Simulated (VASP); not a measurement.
# HfN (P6_3/mmc) in VASP: further runs, part 2 of 2

VASP 6.6.1.

## 3. Single point, PBE

This run uses another cell than the first one, of 11.02 Å³/atom.

Contents of INCAR:

```
  PREC = Accurate
  ENCUT = 520
  EDIFF = 1E-6
  ISMEAR = 0
  SIGMA = 0.1
  LREAL = F
  LASPH = T
  NELM = 80
  ALGO = Normal
  ISIF = 2
  LWAVE = F
  LCHARG = T
  GGA = PE
  LELF = T
  LVHAR = T
  NBANDS = 23
```

Contents of KPOINTS:

```
Automatic mesh
0
Gamma
  18 18 8
```

Contents of POSCAR:

```
HfN
1.0
    3.0893174043      0.0000000000      0.0000000000
   -1.5446587022      2.6754273525      0.0000000000
    0.0000000000      0.0000000000      5.3312997735
Hf N
2 2
Direct
    0.6666666667      0.3333333333      0.7500000000
    0.3333333333      0.6666666667      0.2500000000
    0.0000000000      0.0000000000      0.0000000000
    0.0000000000      0.0000000000      0.5000000000
```

Potentials or basis: VASP PAW PBE potentials, release 64 (Hf_pv, N).

Started as:

```
$ cat potpaw_PBE.64/Hf_pv/POTCAR potpaw_PBE.64/N/POTCAR > POTCAR
$ mpirun -np 1 vasp_std > vasp.out
```

OUTCAR:

```text
PREC = Accurate
   ENCUT = 520
   EDIFF = 1E-6
   ISMEAR = 0
   LREAL = F
   LASPH = T
   NELM = 80
   ISIF = 2
   GGA = PE

 ion  position               nearest neighbor table
   1  0.667  0.333  0.750-   3 2.23   4 2.23   3 2.23   4 2.23   3 2.23   4 2.23   2 3.21   2 3.21
                             2 3.21   2 3.21   2 3.21   2 3.21
   2  0.333  0.667  0.250-   3 2.23   4 2.23   3 2.23   4 2.23   3 2.23   4 2.23   1 3.21   1 3.21
                             1 3.21   1 3.21   1 3.21   1 3.21
   3  0.000  0.000  0.000-   1 2.23   2 2.23   1 2.23   2 2.23   1 2.23   2 2.23
   4  0.000  0.000  0.500-   1 2.23   2 2.23   1 2.23   2 2.23   1 2.23   2 2.23

  LATTYP: Found a hexagonal cell.
 ALAT       =     3.0893174043
 C/A-ratio  =     1.7257209525

  Lattice vectors:

 A1 = (   3.0893174043,   0.0000000000,   0.0000000000)
 A2 = (  -1.5446587022,   2.6754273525,   0.0000000000)
 A3 = (   0.0000000000,   0.0000000000,   5.3312997735)

Analysis of symmetry for initial positions (statically):
=====================================================================
 Subroutine PRICEL returns:
 Original cell was already a primitive cell.

[... 175 lines left out ...]

 E-fermi :   8.3299     XC(G=0): -12.9795

 val. band max:        8.3234904055   @ k =   0.2222   0.0000   0.5000
 cond. band min:       8.3449271049   @ k =   0.3889   0.1667   0.5000
 fundamental gap:      0.0214366993
 Fermi energy:         8.3298937644

 k-point     1 :       0.0000    0.0000    0.0000
  band No.  band energies     occupation
      1     -23.3620      2.00000
      2     -22.3407      2.00000
      3     -22.2388      2.00000
      4     -22.2388      2.00000
      5     -22.1689      2.00000
      6     -22.1689      2.00000
[... 613 lines left out ...]
     22      15.0527      0.00000
     23      15.9646      0.00000

 [... further k-points ...]

------------------------ aborting loop because EDIFF is reached ----------------------------------------

  FORCE on cell =-STRESS in cart. coord.  units (eV):
  Direction    XX          YY          ZZ          XY          YZ          ZX
  --------------------------------------------------------------------------------------
  -------------------------------------------------------------------------------------
  Total        4.8236466      4.8236466      4.8704669     -0.0000000      0.0000000      0.0000000
  in kB      175.3869453    175.3869453    177.0893245     -0.0000000      0.0000000      0.0000000
  external PRESSURE =     175.9544050 kB  Pullay stress =       0.0000000 kB

 VOLUME and BASIS-vectors are now :
 -----------------------------------------------------------------------------
  energy-cutoff  :      520.00
  volume of cell :       44.06
      direct lattice vectors                 reciprocal lattice vectors
     3.089317404  0.000000000  0.000000000     0.323696101  0.186886031  0.000000000
    -1.544658702  2.675427352  0.000000000     0.000000000  0.373772063  0.000000000
     0.000000000  0.000000000  5.331299773     0.000000000  0.000000000  0.187571520

 POSITION                                       TOTAL-FORCE (eV/Angst)
 -----------------------------------------------------------------------------------
      1.54466      0.89181      3.99847         0.000000      0.000000      0.000000
     -0.00000      1.78362      1.33282        -0.000000     -0.000000      0.000000
      0.00000      0.00000      0.00000        -0.000000     -0.000000      0.000000
      0.00000      0.00000      2.66565        -0.000000     -0.000000      0.000000
 -----------------------------------------------------------------------------------
    total drift:                               -0.000000      0.000000     -0.000000

  FREE ENERGIE OF THE ION-ELECTRON SYSTEM (eV)
  ---------------------------------------------------
  free  energy   TOTEN  =       -43.2717279386 eV

  energy  without entropy=      -43.2690695873  energy(sigma->0) =      -43.27039876
```

stdout:

```text
POSCAR found type information on POSCAR HfN
 POSCAR found :  2 types and       4 ions
 scaLAPACK will be used
 LDA part: xc-table for (Slater+PW92), standard interpolation
 POSCAR, INCAR and KPOINTS ok, starting setup
 FFT: planning ... GRIDC
 FFT: planning ... GRID_SOFT
 FFT: planning ... GRID
 WAVECAR not read
 entering main loop
```

It took 5.2 min on 1 thread of AMD EPYC 7R43 (Zen 3), shared host; peak memory 0.24 GiB.

Results:

```
Free energy            : -43.2717 eV
Pressure               : 17.6 GPa
Band gap on the k mesh : zero (bands 15 and 16 overlap by 2.46 eV)
```

Caveat: the cell stands under pressure; spin-orbit coupling is left out, which moves the levels of the heavy elements.

## 4. Single point, PBE

This run uses another cell than the first one, of 11.37 Å³/atom.

Contents of INCAR:

```
SYSTEM = HfN
PREC     = Accurate       ! precision mode
ENCUT    = 520            ! plane-wave cutoff, eV
EDIFF    = 1E-7           ! SCF threshold, eV
ISMEAR   = 0              ! smearing method
SIGMA    = 0.1            ! smearing width, eV
LREAL    = .FALSE.        ! projectors in reciprocal space
LASPH    = .TRUE.         ! aspherical terms in the spheres
NELM     = 100            ! most SCF steps
ALGO     = Normal         ! electronic algorithm
ISIF     = 2              ! what is computed and relaxed
LWAVE    = .FALSE.        ! write WAVECAR
LCHARG   = .FALSE.        ! write CHGCAR
GGA      = PE             ! functional
NBANDS   = 23             ! bands
```

Contents of KPOINTS:

```
Automatic mesh
0
G
  18 18 8
  0 0 0
```

Contents of POSCAR:

```
HfN
1.0
    3.1218299587      0.0000000000      0.0000000000
   -1.5609149794      2.7035840505      0.0000000000
    0.0000000000      0.0000000000      5.3864490159
Hf N
2 2
Direct
    0.6666666667      0.3333333333      0.7500000000
    0.3333333333      0.6666666667      0.2500000000
    0.0000000000      0.0000000000      0.0000000000
    0.0000000000      0.0000000000      0.5000000000
```

Started as:

```
$ cat potpaw_PBE.64/Hf_pv/POTCAR potpaw_PBE.64/N/POTCAR > POTCAR
$ mpirun -np 1 vasp_std > vasp.out
```

Run time: 5.8 min. Hardware: 1 thread of AMD EPYC 7R43 (Zen 3), shared host; peak memory 0.24 GiB.

The run converged. Its results:

- Free energy: -43.3817 eV
- Pressure: 7.7 GPa
- Band gap on the k mesh: zero (bands 15 and 16 overlap by 2.36 eV)

Stress tensor (GPa, compression positive):
```
7.63 0.00 0.00
0.00 7.63 0.00
0.00 0.00 7.75
```

Levels at points of the mesh, in eV from the Fermi level:
| k point | band 13 | band 14 | band 15 | band 16 | band 17 | band 18 |
| --- | --- | --- | --- | --- | --- | --- |
| (0.00, 0.00, 0.00) | -3.63 | -1.72 | -0.58 | 0.75 | 0.75 | 1.12 |
| (0.50, 0.00, 0.00) | -3.28 | -2.82 | -2.42 | 2.51 | 2.81 | 4.51 |
| (0.00, 0.00, 0.50) | -4.43 | -4.43 | 1.91 | 1.91 | 2.98 | 2.98 |
| (0.50, 0.00, 0.50) | -4.51 | -4.51 | -0.25 | -0.25 | 4.80 | 4.80 |

Caveat: the cell stands under pressure; spin-orbit coupling is left out, which moves the levels of the heavy elements.

## 5. Overview

```csv
cell,gap on the mesh (eV),pressure (GPa)
"a = 3.034, b = 3.034, c = 5.241 Å, angles 90.0, 90.0, 120.0°, 4 atoms",none,37.6
"a = 3.089, b = 3.089, c = 5.331 Å, angles 90.0, 90.0, 120.0°, 4 atoms",none,17.6
"a = 3.122, b = 3.122, c = 5.386 Å, angles 90.0, 90.0, 120.0°, 4 atoms",none,7.7
```

Alike in all rows: task single point; level PBE; potentials or basis VASP PAW PBE potentials, release 64 (Hf_pv, N); no spin polarisation; k mesh 18 × 18 × 8; cutoff (eV) 520; smearing gaussian 0.1 eV.

Caveats: the cell stands under pressure; spin-orbit coupling is left out, which moves the levels of the heavy elements.

Total energies depend on the potentials used, so only differences within one code and one set of settings carry meaning.
